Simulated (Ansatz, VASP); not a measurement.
# Ga2PdS3: VASP beside Ansatz

```
CELL_PARAMETERS angstrom
6.30462 0.00000 0.00000
-3.15231 5.45996 0.00000
0.00000 0.00000 3.47925
ATOMIC_POSITIONS crystal
Ga 0.33333 0.66667 0.00000
Ga 0.66667 0.33333 0.00000
Pd 0.00000 0.00000 0.00000
S 0.50000 0.00000 0.50000
S 0.50000 0.50000 0.50000
S 0.00000 0.50000 0.50000
```

Change from the starting cell: species swapped into the ErB2Ru3 type (P6/mmm, No. 191).

Alike in both runs: task single point; functional PBE; k mesh 3 × 3 × 6; occupations gaussian, width 0.1 eV; collinear spin.

|  | VASP | Ansatz |
| --- | --- | --- |
| version | VASP 6.6.1 | Ansatz 0.2.0 |
| potentials or method | VASP PAW PBE potentials, release 64 (Ga_d, Pd, S), cutoff 500 eV | scalar-relativistic, plane waves, PAW |
| valence electrons in the cell | 54 | 62 |

```csv
,VASP,Ansatz,Ansatz less VASP
gap on the k mesh at the Fermi level (eV),none,none,-
pressure (GPa),-0.7,-0.7,-0.02
"traceless stress, the component that is largest in VASP (GPa)",-7.50,-7.50,-0.006
net moment per atom (μB),0.11,0.10,-0.001
size of the moment on the site where the two differ most (μB),0.12,0.13,+0.011
```

Site moments also hang on the region over which each program counts them. A gap of «none» marks a metal or a gap that the smearing closes. VASP's potentials hold 54 valence electrons a cell and Ansatz's 62, so a difference there can come from the potentials and not from the codes.

The k mesh is coarse, so the values compare programs but aren't converged.
